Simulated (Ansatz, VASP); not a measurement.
Two plane-wave programs on Cd3HgSe4

```
CELL_PARAMETERS angstrom
6.21197 0.00000 0.00000
0.00000 6.21197 0.00000
0.00000 0.00000 6.21197
ATOMIC_POSITIONS crystal
Cd 0.50000 0.00000 0.00000
Cd 0.00000 0.00000 0.50000
Cd 0.00000 0.50000 0.00000
Hg 0.50000 0.50000 0.50000
Se 0.75181 0.24819 0.75181
Se 0.75181 0.75181 0.24819
Se 0.24819 0.24819 0.24819
Se 0.24819 0.75181 0.75181
```

Alike in both runs: task relaxation of cell and atoms; functional PBE; k mesh 6 × 6 × 6; occupations gaussian, width 0.01 eV; no spin polarisation.

```csv
,VASP,Ansatz
version,VASP 6.6.1,Ansatz 0.2.0
potentials or method,"VASP PAW PBE potentials, release 64 (Cd, Hg, Se), cutoff 600 eV","scalar-relativistic, plane waves, PAW"
valence electrons in the cell,72,144
```

Ansatz gave:

```
gap on the k mesh at the Fermi level, each at its own relaxed structure (eV) : 0.10
relaxed volume (Å³/atom)                                                     : 29.96
relaxed length of the cell vector where the two differ most in proportion (Å)              : 6.212
```

Problem. Estimate VASP's values.

Solution. gap on the k mesh at the Fermi level, each at its own relaxed structure (eV): 0.08; relaxed volume (Å³/atom): 30.14; relaxed length of the cell vector where the two differ most in proportion (Å): 6.224.

VASP's potentials hold 72 valence electrons a cell and Ansatz's 144, so a difference there can come from the potentials and not from the codes.

Neither program's run includes spin-orbit coupling.
